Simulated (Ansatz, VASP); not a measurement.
MgS in VASP and in Ansatz

```
CELL_PARAMETERS angstrom
-4.28041 4.28041 2.62631
4.28041 -4.28041 2.62631
4.28041 4.28041 -2.62631
ATOMIC_POSITIONS crystal
Mg 0.14320 0.64320 0.78640
Mg 0.85680 0.35680 0.21360
Mg 0.35680 0.14320 0.50000
Mg 0.64320 0.85680 0.50000
S 0.84867 0.65133 0.50000
S 0.15133 0.34867 0.50000
S 0.65133 0.15133 0.80266
S 0.34867 0.84867 0.19734
```

Alike in both runs: functional PBE; k mesh 6 × 6 × 6; occupations gaussian, width 0.02 eV; no spin polarisation.

Ansatz relaxed the structure, and its values are those at the end. VASP's run is a single point on that final structure, the one shown.

|  | VASP | Ansatz |
| --- | --- | --- |
| version | VASP 6.6.1 | Ansatz 0.2.0 |
| potentials or method | VASP PAW PBE potentials, release 64 (Mg, S), cutoff 520 eV | scalar-relativistic, plane waves, PAW |
| valence electrons in the cell | 32 | 64 |

|  | VASP | Ansatz | Ansatz less VASP |
| --- | --- | --- | --- |
| gap on the k mesh at the Fermi level (eV) | 2.94 | 2.94 | +0.007 |
| least direct gap on the mesh (eV) | 2.94 | 2.94 | +0.007 |
| pressure (GPa) | -0.2 | 0.0 | +0.17 |

VASP's potentials hold 32 valence electrons a cell and Ansatz's 64, so a difference there can come from the potentials and not from the codes.
